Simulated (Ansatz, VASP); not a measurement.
# Two plane-wave programs on SiO2

File INCAR:

```
PREC = Accurate
ENCUT = 520
EDIFF = 1E-6
ISMEAR = -1
SIGMA = 0.02
LREAL = F
LASPH = T
NELM = 80
ALGO = Normal
ISIF = 2
LWAVE = F
LCHARG = F
GGA = PE
NBANDS = 15
```

KPOINTS

```
Automatic mesh
0
Gamma
  10 10 10
```

POSCAR

```
SiO2
1.0
    0.0000000000      2.2188857349      2.2188857349
    2.2188857349      0.0000000000      2.2188857349
    2.2188857349      2.2188857349      0.0000000000
Si O
1 2
Direct
    0.0000000000      0.0000000000      0.0000000000
    0.2500000000      0.2500000000      0.2500000000
    0.7500000000      0.7500000000      0.7500000000
```

Input for Ansatz:

```yaml
crystal:
  lattice:
    - [0.0, 2.2188857349, 2.2188857349]
    - [2.2188857349, 0.0, 2.2188857349]
    - [2.2188857349, 2.2188857349, 0.0]
  atoms:
    - { symbol: Si, position: [0.0, 0.0, 0.0] }
    - { symbol: O, position: [0.25, 0.25, 0.25] }
    - { symbol: O, position: [0.75, 0.75, 0.75] }
kpoints:
  mp_grid: { grid: [10, 10, 10] }
  band_path:
    path:
      - [0.0, 0.0, 0.0]
      - [0.5, 0.0, 0.5]
      - [0.625, 0.25, 0.625]
      - [0.375, 0.375, 0.75]
      - [0.5, 0.5, 0.5]
      - [0.5, 0.25, 0.75]
    npoints: 1
hamiltonian:
  xc: pbe
scf:
  occupations: { method: fermi_dirac, width: 0.02 }
  n_extra_bands: 4
output:
  forces: true
  stress: true
  eigenvalues: true
```

Change from the starting cell: hydrostatic strain -2.0%.

Alike in both runs: task single point; functional PBE; k mesh 10 × 10 × 10; occupations fermi-dirac, width 0.02 eV; no spin polarisation.

|  | VASP | Ansatz |
| --- | --- | --- |
| version | VASP 6.6.1 | Ansatz 0.2.0 |
| potentials or method | VASP PAW PBE potentials, release 64 (Si, O) | plane waves, PAW |
| plane-wave cutoff (eV) | 520 | 420 |
| valence electrons in the cell | 16 | 16 |

```tsv
	VASP	Ansatz	Ansatz less VASP
gap on the k mesh at the Fermi level (eV)	2.11	2.14	+0.033
pressure (GPa)	31.7	31.3	-0.38
```

Both programs put the cell under a high pressure, so it lies far from rest at this level. The functional is the same, so the differences come from potentials, cutoffs and numerics.
